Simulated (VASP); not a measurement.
Set up this calculation in VASP 6.6.1, as the native input.

| Property | Result |
| --- | --- |
| Task | single point |
| Functional | LDA |
| Potentials or basis | VASP PAW LDA potentials, release 64 (Al, As) |
| Cutoff | 500 eV |
| k mesh | 6 × 6 × 6 |
| Occupations | gaussian, width 0.01 eV |
| Spin | no spin polarisation |
| Dipole correction | no |
| Further INCAR settings | ALGO = Normal; EDIFF = 1e-06; NBANDS = 11 |

The structure of AlAs lies in POSCAR:

```
AlAs
1.0
    0.0000000000      2.7726205221      2.7726205221
    2.7726205221      0.0000000000      2.7726205221
    2.7726205221      2.7726205221      0.0000000000
Al As
1 1
Direct
    0.0000000000      0.0000000000      0.0000000000
    0.2500000000      0.2500000000      0.2500000000
```

The input as run:

INCAR

```
ALGO = Normal
EDIFF = 1E-6
ENCUT = 500
GGA_COMPAT = F
ISIF = 2
ISMEAR = 0
LASPH = T
LCHARG = F
LREAL = F
LWAVE = F
NBANDS = 11
NELM = 120
PREC = Accurate
SIGMA = 0.01
```

KPOINTS

```
k-points
0
Gamma
  6 6 6
```

Potentials or basis: VASP PAW LDA potentials, release 64 (Al, As).

Launch:

```sh
$ cat potpaw_LDA.64/Al/POTCAR potpaw_LDA.64/As/POTCAR > POTCAR
$ mpirun -np 1 vasp_std > vasp.out
```

It gave:

* Pressure: 4.2 GPa
* Band gap on the k mesh: 1.22 eV, indirect (least direct gap 2.38 eV)

Wall time 5.1 s on 1 thread of Intel(R) Xeon(R) Platinum 8488C (Sapphire Rapids), with other jobs on the host, peak memory 0.14 GiB.
